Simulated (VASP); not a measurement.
Input of a VASP 6.6.1 run:

Contents of INCAR:

```
PREC = Accurate
ENCUT = 520
EDIFF = 1E-6
ISMEAR = 0
SIGMA = 0.1
LREAL = Auto
LASPH = True
NELM = 80
ALGO = Normal
ISIF = 2
LWAVE = False
LCHARG = False
GGA = PS
NBANDS = 50
```

KPOINTS

```
Automatic mesh
0
Gamma
  4 3 3
```

POSCAR

```
ScAl7N8
1.0
    0.0000000000      0.0000000000     -5.0799619200
    3.1748487200      5.4989992800      0.0000000000
    3.1748487200     -5.4989992800      0.0000000000
Sc Al N
1 7 8
Direct
    0.0000000000      0.1666666700      0.3333333300
    0.0000000000      0.1666666700      0.8333333300
    0.0000000000      0.6666666700      0.3333333300
    0.0000000000      0.6666666700      0.8333333300
    0.5000000000      0.3333333300      0.6666666700
    0.5000000000      0.3333333300      0.1666666700
    0.5000000000      0.8333333300      0.6666666700
    0.5000000000      0.8333333300      0.1666666700
    0.6200000000      0.1666666700      0.3333333300
    0.6200000000      0.1666666700      0.8333333300
    0.6200000000      0.6666666700      0.3333333300
    0.6200000000      0.6666666700      0.8333333300
    0.1200000000      0.3333333300      0.6666666700
    0.1200000000      0.3333333300      0.1666666700
    0.1200000000      0.8333333300      0.6666666700
    0.1200000000      0.8333333300      0.1666666700
```

Potentials or basis: VASP PAW PBE potentials, release 64 (Sc_sv, Al, N).

Launch:

```bash
$ cat potpaw_PBE.64/Sc_sv/POTCAR potpaw_PBE.64/Al/POTCAR potpaw_PBE.64/N/POTCAR > POTCAR
$ mpirun -np 1 vasp_std > vasp.out
```

Question: Predict the pressure.

Answer: -1.5 GPa.

Question: What does it give for the largest force?

Answer: 3.403 eV/Å.

Forces on the atoms (eV/Å):
```
Sc   0.000  0.000 -0.651
Al   0.212  0.123 -0.227
Al  -0.212  0.123 -0.227
Al   0.000 -0.245 -0.227
Al   0.178 -0.103  0.088
Al   0.000  0.206  0.088
Al   0.000  0.000 -0.095
Al  -0.178 -0.103  0.088
N    0.000  0.000  3.403
N   -0.059 -0.034  0.062
N    0.059 -0.034  0.062
N    0.000  0.068  0.062
N    2.668 -1.540 -0.839
N    0.000  3.080 -0.839
N    0.000  0.000  0.095
N   -2.668 -1.540 -0.839
```

Caveat: the PAW data sets were made with another functional, which shifts forces and pressure a little.
